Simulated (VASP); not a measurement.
Here is a VASP 6.6.1 calculation.

Contents of INCAR:

```
ALGO = Normal
EDIFF = 1E-6
ENCUT = 520
GGA = PE
ISIF = 2
ISMEAR = 0
IVDW = 12
LASPH = True
LCHARG = False
LREAL = False
LWAVE = False
NBANDS = 26
NELM = 80
PREC = Accurate
SIGMA = 0.05
```

Contents of KPOINTS:

```
k-points
0
Gamma
  9 9 4
```

POSCAR

```
ZnO
1.0
    3.3044069945      0.0000000000      0.0000000000
   -1.6522034972      2.8332257708      0.0000000000
    0.0000000000      0.0000000000      7.1304413500
Zn O
2 2
Direct
    0.0000000000      0.0000000000      0.7500000000
    0.0000000000      0.0000000000      0.2500000000
    0.3333333333      0.6666666667      0.2500000000
    0.6666666667      0.3333333333      0.7500000000
```

Potentials or basis: VASP PAW PBE potentials, release 64 (Zn, O).

Launch:

```console
$ cat potpaw_PBE.64/Zn/POTCAR potpaw_PBE.64/O/POTCAR > POTCAR
$ mpirun -np 1 vasp_std > vasp.out
```

Question: Estimate the pressure.

Answer: -1.5 GPa.

Question: Predict the largest force.

Answer: 0.128 eV/Å.

Question: Predict the band gap on the k mesh.

Answer: 0.81 eV.

Forces on the atoms (eV/Å):
```
Zn   0.000  0.128  0.000
Zn   0.000 -0.128  0.000
O    0.000  0.126  0.000
O    0.000 -0.126  0.000
```

Caveat: the cell differs from its parent crystal (strain +0.0050 x Voigt [1, -1, 0, 0, 0, 0]); an odd mesh through Γ misses points on the zone boundary, where band edges can lie.
